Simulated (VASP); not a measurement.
TiSi16 (a cell with a defect): single point with PBE+D3(BJ)

TiSi16 (a cell with a defect):

```
CELL_PARAMETERS angstrom
0.00000 5.43000 5.43000
5.43000 0.00000 5.43000
5.43000 5.43000 0.00000
ATOMIC_POSITIONS crystal
Si 0.00369 0.00341 0.98889
Si 0.12801 0.12770 0.12285
Si 0.00395 0.00371 0.50510
Si 0.12452 0.12468 0.62633
Si 0.99541 0.50090 0.00227
Si 0.12801 0.62106 0.12260
Si 0.00383 0.48732 0.50481
Si 0.12805 0.62138 0.62907
Si 0.50118 0.99508 0.00229
Si 0.62122 0.12771 0.12273
Si 0.48723 0.00369 0.50495
Si 0.62152 0.12777 0.62910
Si 0.50114 0.50089 0.00225
Si 0.62480 0.62446 0.12562
Si 0.50124 0.50099 0.49629
Si 0.62136 0.62132 0.62902
Ti 0.87463 0.87459 0.37606
```

```
Program             : VASP 6.6.1
Task                : single point
Functional          : PBE
Dispersion          : D3(BJ)
Potentials or basis : VASP PAW PBE potentials, release 64 (Si, Ti_sv)
Cutoff              : 520 eV
k mesh              : 2 × 2 × 2
Occupations         : gaussian, width 0.05 eV
Spin                : no spin polarisation
```

```
Pressure                   : 0.9 GPa
Largest force              : 0.008 eV/Å
Band gap on the k mesh     : zero (bands 38 and 39 overlap by 0.43 eV)
Dispersion energy per atom : -0.343 eV
```

Forces in eV/Å, atoms in the order of the input:
```
Si  -0.002 -0.001  0.001
Si   0.000 -0.001  0.003
Si   0.005  0.005  0.002
Si  -0.005 -0.004  0.003
Si   0.002 -0.004 -0.005
Si   0.001 -0.001  0.001
Si  -0.002  0.005 -0.006
Si   0.000  0.001  0.002
Si  -0.005  0.003 -0.005
Si   0.000 -0.001  0.001
Si   0.005 -0.002 -0.006
Si   0.002 -0.001  0.001
Si   0.002  0.003  0.005
Si   0.001  0.000  0.001
Si  -0.002 -0.002  0.003
Si   0.000  0.000 -0.001
Ti  -0.001  0.001 -0.001
```

Levels at points of the mesh, in eV from the Fermi level:
```
           k point  band 35  band 36  band 37  band 38  band 39  band 40
(0.00, 0.00, 0.00)    -0.99    -0.99    -0.41    -0.40    -0.40    -0.10
(0.50, 0.00, 0.00)    -1.37    -1.36    -0.28     0.03     0.04     0.44
(0.00, 0.50, 0.00)    -1.37    -1.36    -0.28     0.03     0.03     0.44
(0.00, 0.00, 0.50)    -1.37    -1.37    -0.28     0.03     0.03     0.44
(0.50, 0.50, 0.50)    -1.37    -1.37    -0.28     0.03     0.04     0.44
(0.50, 0.50, 0.00)    -2.00    -1.88    -0.71    -0.04     0.57     0.57
(0.00, 0.50, 0.50)    -2.00    -1.88    -0.71    -0.04     0.57     0.57
(0.50, 0.00, 0.50)    -2.00    -1.88    -0.71    -0.04     0.57     0.57
```

Run time: 9.1 min on 1 thread of Intel Xeon 8259CL, on a shared host, peak memory 0.49 GiB.

Caveat: the k points lie up to 0.50 Å⁻¹ apart.
